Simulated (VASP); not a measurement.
# Ru (R-3m) in VASP: single point with r2SCAN

Aim: the single point of Ru with r2SCAN.

Program: VASP 6.6.1. These are calculated values, not measurements. Logs are shortened: lines on timing, memory, paths and dates and some standing lists are left out, and cuts for length are marked.

## Step 1: The cell of the first run

It takes space group R-3m (No. 166, trigonal). Conventional cell: a = 2.701 Å, b = 2.701 Å, c = 19.284 Å, α = 90.00°, β = 90.00°, γ = 120.00°. Ru (site symmetry -3m) has 12 Ru at 2.67 to 2.70 Å within 3.5 Å. Ru (site symmetry 3m) has 12 Ru at 2.60 to 2.70 Å within 3.4 Å.

## Step 2: Single point, r2SCAN

POSCAR

```
Ru
1.0
    1.3503726827      0.7796380318      6.4280604158
   -1.3503726827      0.7796380318      6.4280604158
    0.0000000000     -1.5592760637      6.4280604158
Ru
3
Direct
    0.0000000000      0.0000000000      0.0000000000
    0.2206235651      0.2206235651      0.2206235651
    0.7793764349      0.7793764349      0.7793764349
```

INCAR.step1

```
SYSTEM = Ru
ALGO = Normal ; EDIFF = 1E-5
ENCUT = 660 ; GGA = PE
GGA_COMPAT = .FALSE. ; ISMEAR = 0
LASPH = .TRUE. ; LCHARG = .FALSE.
LREAL = .FALSE. ; LWAVE = .TRUE.
NBANDS = 31 ; NELM = 120
PREC = Accurate ; SIGMA = 0.1
```

INCAR.step2

```
SYSTEM = Ru
ALGO = Normal ; EDIFF = 1E-6
ENCUT = 660 ; GGA_COMPAT = .FALSE.
ISIF = 2 ; ISMEAR = 0
ISTART = 1 ; LASPH = .TRUE.
LCHARG = .TRUE. ; LELF = .TRUE.
LMIXTAU = .TRUE. ; LREAL = .FALSE.
LVHAR = .TRUE. ; LWAVE = .FALSE.
METAGGA = R2SCAN ; NBANDS = 31
NELM = 120 ; PREC = Accurate
SIGMA = 0.1
```

KPOINTS

```
k-points
0
G
  9 9 9
  0 0 0
```

Potentials or basis: VASP PAW PBE potentials, release 64 (Ru_sv).

The run is started by

```bash
> cat potpaw_PBE.64/Ru_sv/POTCAR > POTCAR
> cp INCAR.step1 INCAR
> mpirun -np 1 vasp_std > vasp.out
> cp INCAR.step2 INCAR
> mpirun -np 1 vasp_std > vasp.out
```

OUTCAR:

```text
SYSTEM = Ru
   EDIFF = 1E-6
   ENCUT = 660
   ISIF = 2
   ISMEAR = 0
   ISTART = 1
   LASPH = .TRUE.
   LREAL = .FALSE.
   METAGGA = R2SCAN
   NELM = 120
   PREC = Accurate

 ion  position               nearest neighbor table
   1  0.000  0.000  0.000-   3 2.67   2 2.67   3 2.67   3 2.67   2 2.67   2 2.67
   2  0.221  0.221  0.221-   3 2.60   3 2.60   3 2.60   1 2.67   1 2.67   1 2.67
   3  0.779  0.779  0.779-   2 2.60   2 2.60   2 2.60   1 2.67   1 2.67   1 2.67

  LATTYP: Found a trigonal (rhomboedric) cell.
 ALAT       =     6.6144767406
 COS(alpha) =     0.9166421900

  Lattice vectors:

 A1 = (   1.3503726827,   0.7796380318,   6.4280604158)
 A2 = (  -1.3503726827,   0.7796380318,   6.4280604158)
 A3 = (   0.0000000000,  -1.5592760637,   6.4280604158)

Analysis of symmetry for initial positions (statically):
=====================================================================
 Subroutine PRICEL returns:
 Original cell was already a primitive cell.

 Routine SETGRP: Setting up the symmetry group for a
 trigonal (rhombohedral) supercell.

 Subroutine GETGRP returns: Found 12 space group operations
 (whereof 12 operations were pure point group operations)
 out of a pool of 12 trial point group operations.

The static configuration has the point symmetry D_3d.

Analysis of symmetry for dynamics (positions and initial velocities):
=====================================================================
 Subroutine PRICEL returns:
 Original cell was already a primitive cell.

 Routine SETGRP: Setting up the symmetry group for a
 trigonal (rhombohedral) supercell.

 Subroutine GETGRP returns: Found 12 space group operations
 (whereof 12 operations were pure point group operations)
 out of a pool of 12 trial point group operations.

The dynamic configuration has the point symmetry D_3d.

 Subroutine INISYM returns: Found 12 space group operations
 (whereof 12 operations are pure point group operations),
 and found     1 'primitive' translations

----------------------------------------------------------------------------------------

                                     Primitive cell

  volume of cell :      40.6048

  direct lattice vectors                    reciprocal lattice vectors
     1.350372683  0.779638032  6.428060416     0.370268154  0.213774418  0.051855974
    -1.350372683  0.779638032  6.428060416    -0.370268154  0.213774418  0.051855974
     0.000000000 -1.559276064  6.428060416     0.000000000 -0.427548836  0.051855974

  length of vectors
     6.614476741  6.614476741  6.614476741     0.430682075  0.430682075  0.430682075

  position of ions in fractional coordinates (direct lattice)
     0.000000000  0.000000000  0.000000000
     0.220623565  0.220623565  0.220623565
     0.779376435  0.779376435  0.779376435

  ion indices of the primitive-cell ions
   primitive index   ion index
                 1           1
                 2           2
                 3           3

----------------------------------------------------------------------------------------

 KPOINTS: k-points

Automatic generation of k-mesh.
 Grid dimensions read from file:
 generate k-points for:    9    9    9

 Generating k-lattice:

  Cartesian coordinates                     Fractional coordinates (reciprocal lattice)
     0.041140906  0.023752713  0.005761775     0.111111111  0.000000000  0.000000000
    -0.041140906  0.023752713  0.005761775     0.000000000  0.111111111  0.000000000
     0.000000000 -0.047505426  0.005761775     0.000000000  0.000000000  0.111111111

  Length of vectors
     0.047853564  0.047853564  0.047853564

  Shift w.r.t. Gamma in fractional coordinates (k-lattice)
     0.000000000  0.000000000  0.000000000

 Subroutine IBZKPT returns following result:
 ===========================================

 Found     85 irreducible k-points:

 Following reciprocal coordinates:
            Coordinates               Weight
  0.000000  0.000000  0.000000      1.000000
  0.111111 -0.000000  0.000000      6.000000
  0.222222 -0.000000 -0.000000      6.000000
  0.333333 -0.000000  0.000000      6.000000
  0.444444 -0.000000 -0.000000      6.000000
  0.111111  0.111111  0.000000      6.000000
[... 16 lines left out ...]
 -0.333333  0.333333  0.000000      6.000000
  0.444444  0.444444 -0.000000      6.000000
 [... further k-points ...]
   k-points           NKPTS =     85   k-points in BZ     NKDIM =     85   number of bands    NBANDS=     31
   number of dos      NEDOS =    301   number of ions     NIONS =      3
   total plane-waves  NPLWV = 175616
   dimension x,y,z NGX =    56 NGY =   56 NGZ =   56
   dimension x,y,z NGXF=   112 NGYF=  112 NGZF=  112
   ions per type =               3
   NGX,Y,Z   is equivalent  to a cutoff of  14.07, 14.07, 14.07 a.u.
   NGXF,Y,Z  is equivalent  to a cutoff of  28.15, 28.15, 28.15 a.u.
 SYSTEM =  Ru
   PREC   = accura    normal or accurate (medium, high low for compatibility)
   ISTART =      1    job   : 0-new  1-cont  2-samecut
   ICHARG =      0    charge: 1-file 2-atom 10-const
   ISPIN  =      1    spin polarized calculation?
   LNONCOLLINEAR =      F non collinear calculations
   LSORBIT =      F    spin-orbit coupling
   LASPH  =      T    aspherical Exc in radial PAW
   ENCUT  =  660.0 eV  48.51 Ry    6.96 a.u.  13.86 13.86 13.86*2*pi/ulx,y,z
   NELM   =    120;   NELMIN=  2; NELMDL=  0     # of ELM steps
   EDIFF  = 0.1E-05   stopping-criterion for ELM
   LREAL  =      F    real-space projection
   EDIFFG = 0.1E-04   stopping-criterion for IOM
   NSW    =      0    number of steps for IOM
   IBRION =     -1    ionic relax: 0-MD 1-quasi-New 2-CG
   NFREE  =      0    steps in history (QN), initial steepest desc. (CG)
   ISIF   =      2    stress and relaxation
   ISYM   =      2    0-nonsym 1-usesym 2-fastsym
   POTIM  = 0.5000    time-step for ionic-motion
   TEBEG  =    0.0;   TEEND  =   0.0 temperature during run
   PSTRESS=    0.0 pullay stress
   NELECT =      48.0000    total number of electrons
   NUPDOWN=      -1.0000    fix difference up-down
   EMIN   =  10.00;   EMAX   =-10.00  energy-range for DOS
   EFERMI =   0.00;   METHOD = LEGACY
   ISMEAR =     0;   SIGMA  =   0.10  broadening in eV -4-tet -1-fermi 0-gaus
   EFERMI_NEDOS =   21; number of points for ismear=-14 and -15
   IALGO  =     38    algorithm
   IMIX   =      4    mixing-type and parameters
     AMIX     =   0.40;   BMIX     =  1.00
     AMIX_MAG =   1.60;   BMIX_MAG =  1.00
  volume/ion in A,a.u.               =      13.53        91.34
  Fermi-wavevector in a.u.,A,eV,Ry     =   1.730996  3.271107 40.767758  2.996346
  Thomas-Fermi vector in A             =   2.805446
   LORBIT       =      0    0 simple, 1 ext, 2 COOP (PROOUT), +10 PAW based schemes
   METAGGA = R2SCAN    functional components
   LHFCALC =     F    Hartree Fock is set to
   AEXX    =    0.0000 exact exchange contribution
   IVDW    =     0    specifies the selected vdW correction
   LEPSILON=     F    determine dielectric tensor
   LRPA    =     F    only Hartree local field effects (RPA)
 non-spin polarized calculation
 Gauss-broadening in eV      SIGMA  =   0.10
  energy-cutoff  :      660.00
  volume of cell :       40.60
 maximum number of plane-waves:      1596
   NGX = 27   NGY = 27   NGZ = 27

 number of electron      47.9999997 magnetization

 Free energy of the ion-electron system (eV)
  ---------------------------------------------------
  ext. energy  EPLUGINS =         0.00000000
  ---------------------------------------------------
  free energy    TOTEN  =       -76.30356794 eV

  energy without entropy =      -76.29062269  energy(sigma->0) =      -76.29709532

 E-fermi :  15.2026     XC(G=0): -15.5609

 val. band max:       15.1942380869   @ k =  -0.4444   0.4444   0.2222
 cond. band min:      15.2058830521   @ k =  -0.4444   0.4444   0.4444
 fundamental gap:      0.0116449651
 Fermi energy:        15.2025975636

 k-point     1 :       0.0000    0.0000    0.0000
  band No.  band energies     occupation
      1     -60.2652      2.00000
      2     -60.1002      2.00000
      3     -60.0295      2.00000
      4     -29.7841      2.00000
      5     -29.5974      2.00000
      6     -28.9831      2.00000
[... 23 lines left out ...]
     30      16.1920      0.00000
     31      29.4658      0.00000

 k-point     2 :       0.1111   -0.0000    0.0000
  band No.  band energies     occupation
      1     -60.2456      2.00000
      2     -60.0908      2.00000
      3     -60.0171      2.00000
      4     -29.7719      2.00000
      5     -29.5847      2.00000
      6     -29.0604      2.00000
[... 23 lines left out ...]
     30      17.2714      0.00000
     31      29.3144      0.00000

 k-point     3 :       0.2222   -0.0000   -0.0000
  band No.  band energies     occupation
      1     -60.1943      2.00000
      2     -60.0671      2.00000
      3     -59.9865      2.00000
      4     -29.7420      2.00000
      5     -29.6151      2.00000
      6     -29.2289      2.00000
[... 23 lines left out ...]
     30      19.2317      0.00000
     31      29.1026      0.00000

 k-point     4 :       0.3333   -0.0000    0.0000
  band No.  band energies     occupation
      1     -60.1318      2.00000
      2     -60.0419      2.00000
      3     -59.9534      2.00000
      4     -29.7750      2.00000
      5     -29.7423      2.00000
      6     -29.4783      2.00000
[... 23 lines left out ...]
     30      20.9965      0.00000
     31      27.4161      0.00000

 k-point     5 :       0.4444   -0.0000   -0.0000
  band No.  band energies     occupation
      1     -60.0856      2.00000
      2     -60.0293      2.00000
      3     -59.9329      2.00000
      4     -29.9196      2.00000
      5     -29.7839      2.00000
      6     -29.6791      2.00000
[... 23 lines left out ...]
     30      21.4332      0.00000
     31      25.4684      0.00000
[... 542 lines left out ...]
     30      22.8789      0.00000
     31      26.8291      0.00000

 k-point    22 :      -0.4444    0.3333   -0.0000
  band No.  band energies     occupation
      1     -60.0600      2.00000
      2     -60.0295      2.00000
      3     -59.9236      2.00000
      4     -29.7921      2.00000
      5     -29.7482      2.00000
      6     -29.5702      2.00000
[... 23 lines left out ...]
     30      23.4607      0.00000
     31      25.3745      0.00000

 k-point    23 :      -0.3333    0.3333    0.0000
  band No.  band energies     occupation
      1     -60.0365      2.00000
      2     -60.0365      2.00000
      3     -59.9190      2.00000
      4     -29.7276      2.00000
      5     -29.6840      2.00000
      6     -29.6215      2.00000
[... 23 lines left out ...]
     30      23.3581      0.00000
     31      24.2511      0.00000

 k-point    24 :       0.4444    0.4444   -0.0000
  band No.  band energies     occupation
      1     -60.0817      2.00000
      2     -60.0352      2.00000
      3     -59.9309      2.00000
      4     -29.8908      2.00000
      5     -29.8440      2.00000
      6     -29.6257      2.00000
[... 23 lines left out ...]
     30      21.8989      0.00000
     31      25.9512      0.00000

 [... further k-points ...]

------------------------ aborting loop because EDIFF is reached ----------------------------------------

  FORCE on cell =-STRESS in cart. coord.  units (eV):
  Direction    XX          YY          ZZ          XY          YZ          ZX
  --------------------------------------------------------------------------------------
  -------------------------------------------------------------------------------------
  Total        0.0137122      0.0137122     -0.0147912     -0.0000000      0.0000000      0.0000000
  in kB        0.5410528      0.5410528     -0.5836265     -0.0000000      0.0000000      0.0000000
  external PRESSURE =       0.1661597 kB  Pullay stress =       0.0000000 kB

 VOLUME and BASIS-vectors are now :
 -----------------------------------------------------------------------------
  energy-cutoff  :      660.00
  volume of cell :       40.60
      direct lattice vectors                 reciprocal lattice vectors
     1.350372683  0.779638032  6.428060416     0.370268154  0.213774418  0.051855974
    -1.350372683  0.779638032  6.428060416    -0.370268154  0.213774418  0.051855974
     0.000000000 -1.559276064  6.428060416     0.000000000 -0.427548836  0.051855974

 POSITION                                       TOTAL-FORCE (eV/Angst)
 -----------------------------------------------------------------------------------
      0.00000      0.00000      0.00000         0.000000     -0.000000      0.000000
      0.00000     -0.00000      4.25454         0.000000      0.000000     -0.020136
      0.00000     -0.00000     15.02964         0.000000     -0.000000      0.020136
 -----------------------------------------------------------------------------------
    total drift:                                0.000000      0.000000     -0.000000

  FREE ENERGIE OF THE ION-ELECTRON SYSTEM (eV)
  ---------------------------------------------------
  free  energy   TOTEN  =       -76.3035679354 eV

  energy  without entropy=      -76.2906226948  energy(sigma->0) =      -76.29709532
```

Wall time 71 min (1 thread of AMD EPYC 7R43 (Zen 3), shared host); peak memory 0.43 GiB.

Results:

- Free energy: -76.3036 eV
- Pressure: 0.0 GPa
- Largest force: 0.020 eV/Å
- Band gap on the k mesh: zero (bands 24 and 25 overlap by 2.89 eV)

Forces on the atoms (eV/Å):
```
Ru   0.000  0.000  0.000
Ru   0.000  0.000 -0.020
Ru   0.000  0.000  0.020
```

Caveat: the PAW data sets were made with another functional, which shifts forces and pressure a little.
